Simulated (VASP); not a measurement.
# BaTiO3 (P4mm) in VASP: further runs, part 2 of 2

VASP 6.6.1. The steps go on from the part before.

## 4. Single point, r2SCAN

This run uses another cell than the first one, of 13.11 Å³/atom, 1.041 times its volume.

File POSCAR:

```
BaTiO3
1.0
    4.0262895137      0.0000000000      0.0000000000
    0.0000000000      4.0262895137      0.0000000000
    0.0000000000      0.0000000000      4.0446100470
Ba Ti O
1 1 3
Direct
    0.0000000000      0.0000000000      0.0000000000
    0.5000000000      0.5000000000      0.4900000000
    0.0000000000      0.5000000000      0.5170000000
    0.5000000000      0.0000000000      0.5170000000
    0.5000000000      0.5000000000      0.0190000000
```

File INCAR.step1:

```
PREC     = Accurate       # precision mode
ENCUT    = 520            # plane-wave cutoff, eV
ISMEAR   = -1             # smearing method
SIGMA    = 0.05           # smearing width, eV
LREAL    = F              # projectors in reciprocal space
LASPH    = T              # aspherical terms in the spheres
NELM     = 80             # most SCF steps
NBANDS   = 28             # bands
GGA      = PE             # functional
ALGO     = Normal         # electronic algorithm
EDIFF    = 1E-4           # SCF threshold, eV
LWAVE    = T              # write WAVECAR
LCHARG   = F              # write CHGCAR
```

File INCAR.step2:

```
PREC     = Accurate       # precision mode
ENCUT    = 520            # plane-wave cutoff, eV
EDIFF    = 1E-7           # SCF threshold, eV
ISMEAR   = -1             # smearing method
SIGMA    = 0.05           # smearing width, eV
LREAL    = F              # projectors in reciprocal space
LASPH    = T              # aspherical terms in the spheres
NELM     = 80             # most SCF steps
ALGO     = Normal         # electronic algorithm
ISIF     = 2              # what is computed and relaxed
LWAVE    = F              # write WAVECAR
LCHARG   = T              # write CHGCAR
METAGGA  = R2SCAN         # meta-GGA
LMIXTAU  = T            
LELF     = T              # ELF
LVHAR    = T            
NBANDS   = 28             # bands
ISTART   = 1
```

File KPOINTS:

```
Automatic mesh
0
Gamma
  7 7 7
```

Potentials or basis: VASP PAW PBE potentials, release 64 (Ba_sv, Ti_sv, O).

Started as:

```bash
$ cat potpaw_PBE.64/Ba_sv/POTCAR potpaw_PBE.64/Ti_sv/POTCAR potpaw_PBE.64/O/POTCAR > POTCAR
$ cp INCAR.step1 INCAR
$ mpirun -np 1 vasp_std > vasp.out
$ cp INCAR.step2 INCAR
$ mpirun -np 1 vasp_std > vasp.out
```

OUTCAR:

```text
PREC = Accurate
   ENCUT = 520
   EDIFF = 1E-7
   ISMEAR = -1
   LREAL = F
   LASPH = T
   NELM = 80
   ISIF = 2
   METAGGA = R2SCAN
   ISTART = 1

 ion  position               nearest neighbor table
   1  0.000  0.000  0.000-   3 2.81   4 2.81   3 2.81   4 2.81   5 2.85   5 2.85   5 2.85   5 2.85
                             4 2.90   3 2.90   4 2.90   3 2.90   2 3.47   2 3.47   2 3.47   2 3.47
   2  0.500  0.500  0.490-   5 1.91   4 2.02   3 2.02   4 2.02   3 2.02   5 2.14   1 3.47   1 3.47
                             1 3.47   1 3.47   1 3.52   1 3.52   1 3.52   1 3.52
   3  0.000  0.500  0.517-   2 2.02   2 2.02   1 2.81   1 2.81   1 2.90   1 2.90
   4  0.500  0.000  0.517-   2 2.02   2 2.02   1 2.81   1 2.81   1 2.90   1 2.90
   5  0.500  0.500  0.019-   2 1.91   2 2.14   1 2.85   1 2.85   1 2.85   1 2.85

  LATTYP: Found a simple tetragonal cell.
 ALAT       =     4.0262895137
 C/A-ratio  =     1.0045502275

  Lattice vectors:

 A1 = (   4.0262895137,   0.0000000000,   0.0000000000)
 A2 = (   0.0000000000,   4.0262895137,   0.0000000000)
 A3 = (   0.0000000000,   0.0000000000,   4.0446100470)

Analysis of symmetry for initial positions (statically):
=====================================================================
[... 175 lines left out ...]

  energy without entropy =      -74.24137489  energy(sigma->0) =      -74.24137489

 E-fermi :   4.4328     XC(G=0): -11.7882

 val. band max:        3.3003032078   @ k =   0.4286   0.4286   0.4286
 cond. band min:       5.5111092401   @ k =   0.0000   0.0000   0.0000
 fundamental gap:      2.2108060323
 Fermi energy:         4.4327651102

 k-point     1 :       0.0000    0.0000    0.0000
  band No.  band energies     occupation
      1     -55.5400      2.00000
      2     -30.7160      2.00000
      3     -30.6855      2.00000
      4     -30.6855      2.00000
      5     -22.1719      2.00000
      6     -14.4539      2.00000
[... 733 lines left out ...]
     27      12.3494      0.00000
     28      12.7709      0.00000

 [... further k-points ...]
[... 5 lines left out ...]
  --------------------------------------------------------------------------------------
  -------------------------------------------------------------------------------------
  Total       -1.0577302     -1.0577302     -0.7007726      0.0000000      0.0000000      0.0000000
  in kB      -25.8463274    -25.8463274    -17.1238345      0.0000000      0.0000000      0.0000000
  external PRESSURE =     -22.9388298 kB  Pullay stress =       0.0000000 kB

 VOLUME and BASIS-vectors are now :
 -----------------------------------------------------------------------------
  energy-cutoff  :      520.00
  volume of cell :       65.57
      direct lattice vectors                 reciprocal lattice vectors
     4.026289514  0.000000000  0.000000000     0.248367634  0.000000000  0.000000000
     0.000000000  4.026289514  0.000000000     0.000000000  0.248367634  0.000000000
     0.000000000  0.000000000  4.044610047     0.000000000  0.000000000  0.247242624

 POSITION                                       TOTAL-FORCE (eV/Angst)
 -----------------------------------------------------------------------------------
      0.00000      0.00000      0.00000         0.000000     -0.000000      0.066593
      2.01314      2.01314      1.98186        -0.000000      0.000000     -0.176191
      0.00000      2.01314      2.09106        -0.000000     -0.000000     -0.158269
      2.01314      0.00000      2.09106        -0.000000     -0.000000     -0.158269
      2.01314      2.01314      0.07685        -0.000000     -0.000000      0.426137
 -----------------------------------------------------------------------------------
    total drift:                                0.000000      0.000000     -0.000762

  FREE ENERGIE OF THE ION-ELECTRON SYSTEM (eV)
  ---------------------------------------------------
  free  energy   TOTEN  =       -74.2413748877 eV

  energy  without entropy=      -74.2413748876  energy(sigma->0) =      -74.24137489
```

OUTCAR.step1:

```text
PREC = Accurate
   ENCUT = 520
   ISMEAR = -1
   LREAL = F
   LASPH = T
[... 978 lines left out ...]
      2.01314      2.01314      1.98186         0.000000     -0.000000     -0.201902
      0.00000      2.01314      2.09106        -0.000000      0.000000     -0.121233
      2.01314      0.00000      2.09106         0.000000      0.000000     -0.121233
      2.01314      2.01314      0.07685         0.000000      0.000000      0.387555
 -----------------------------------------------------------------------------------
    total drift:                                0.000000      0.000000     -0.001856

  FREE ENERGIE OF THE ION-ELECTRON SYSTEM (eV)
  ---------------------------------------------------
  free  energy   TOTEN  =       -40.0036082376 eV

  energy  without entropy=      -40.0036082364  energy(sigma->0) =      -40.00360824
```

It took 3.4 min on 1 thread of Intel Xeon 6975P-C, shared host; peak memory 0.22 GiB.

Results:

```yaml
Free_energy: -74.2414 eV
Pressure: -2.3 GPa
Largest_force: 0.426 eV/Å
Band_gap_on_the_k_mesh: 2.21 eV, indirect (least direct gap 2.42 eV)
```

Forces in eV/Å, atoms in the order of the input:
```
Ba   0.000  0.000  0.067
Ti   0.000  0.000 -0.176
O    0.000  0.000 -0.158
O    0.000  0.000 -0.158
O    0.000  0.000  0.426
```

Caveat: the PAW data sets were made with another functional, which shifts forces and pressure a little; spin-orbit coupling is left out, which moves the levels of the heavy elements. A k mesh can miss the band edges.

## 5. Single point, r2SCAN

This run uses another cell than the first one, of 13.37 Å³/atom, 1.061 times its volume.

Edit POSCAR of step 4 so:

```diff
@@ -2,5 +2,5 @@
 1.0
-    4.0262895137      0.0000000000      0.0000000000
-    0.0000000000      4.0262895137      0.0000000000
-    0.0000000000      0.0000000000      4.0446100470
+    4.0524349834      0.0000000000      0.0000000000
+    0.0000000000      4.0524349834      0.0000000000
+    0.0000000000      0.0000000000      4.0708744845
 Ba Ti O
```

File INCAR.step1:

```
SYSTEM = BaTiO3
PREC = Accurate
ENCUT = 520
ISMEAR = -1
SIGMA = 0.05
LREAL = .False.
LASPH = .True.
NELM = 80
NBANDS = 28
GGA = PE
ALGO = Normal
EDIFF = 1E-4
LWAVE = .True.
LCHARG = .False.
```

File INCAR.step2:

```
SYSTEM = BaTiO3
PREC = Accurate
ENCUT = 520
EDIFF = 1E-6
ISMEAR = -1
SIGMA = 0.05
LREAL = .False.
LASPH = .True.
NELM = 80
ALGO = Normal
ISIF = 2
LWAVE = .False.
LCHARG = .False.
METAGGA = R2SCAN
LMIXTAU = .True.
NBANDS = 28
ISTART = 1
```

File KPOINTS:

```
regular mesh
0
Gamma
  7 7 7
  0 0 0
```

Started as:

```bash
$ cat potpaw_PBE.64/Ba_sv/POTCAR potpaw_PBE.64/Ti_sv/POTCAR potpaw_PBE.64/O/POTCAR > POTCAR
$ cp INCAR.step1 INCAR
$ mpirun -np 1 vasp_std > vasp.out
$ cp INCAR.step2 INCAR
$ mpirun -np 1 vasp_std > vasp.out
```

Run time: 3.3 min. Hardware: 1 thread of Intel Xeon 6975P-C, shared host; peak memory 0.22 GiB.

Results (log left out):

```yaml
Free_energy: -74.2119 eV
Pressure: -5.4 GPa
Largest_force: 0.543 eV/Å
Band_gap_on_the_k_mesh: 2.16 eV, indirect (least direct gap 2.39 eV)
```

Forces in eV/Å, atoms in the order of the input:
```
Ba   0.000  0.000  0.048
Ti   0.000  0.000 -0.267
O    0.000  0.000 -0.162
O    0.000  0.000 -0.162
O    0.000  0.000  0.543
```

Stress tensor (GPa, compression positive):
```
-5.66  0.00  0.00
 0.00 -5.66  0.00
 0.00  0.00 -4.86
```

Levels at points of the mesh, in eV from the valence-band top:
| k point | band 17 | band 18 | band 19 | band 20 | band 21 | band 22 | band 23 | band 24 |
| --- | --- | --- | --- | --- | --- | --- | --- | --- |
| (0.00, 0.00, 0.00) | -1.02 | -0.26 | -0.23 | -0.23 | 2.16 | 2.35 | 2.35 | 4.05 |

Caveat: the PAW data sets were made with another functional, which shifts forces and pressure a little; spin-orbit coupling is left out, which moves the levels of the heavy elements. A k mesh can miss the band edges.

## 6. The runs side by side

| cell | gap on the mesh (eV) | pressure (GPa) | largest force (eV/Å) |
| --- | --- | --- | --- |
| a = 3.973, b = 3.973, c = 3.991 Å, 5 atoms | 2.31 | 5.0 | 0.17 |
| a = 4.000, b = 4.000, c = 4.018 Å, 5 atoms | 2.26 | 1.2 | 0.30 |
| a = 4.026, b = 4.026, c = 4.045 Å, 5 atoms | 2.21 | -2.3 | 0.43 |
| a = 4.052, b = 4.052, c = 4.071 Å, 5 atoms | 2.16 | -5.4 | 0.54 |

Alike in all rows: task single point; level r2SCAN; potentials or basis VASP PAW PBE potentials, release 64 (Ba_sv, Ti_sv, O); no spin polarisation; k mesh 7 × 7 × 7; cutoff (eV) 520; smearing fermi-dirac 0.05 eV.

Caveats: the PAW data sets were made with another functional, which shifts forces and pressure a little; spin-orbit coupling is left out, which moves the levels of the heavy elements.

Absolute energies hang on the potentials; compare differences alone.
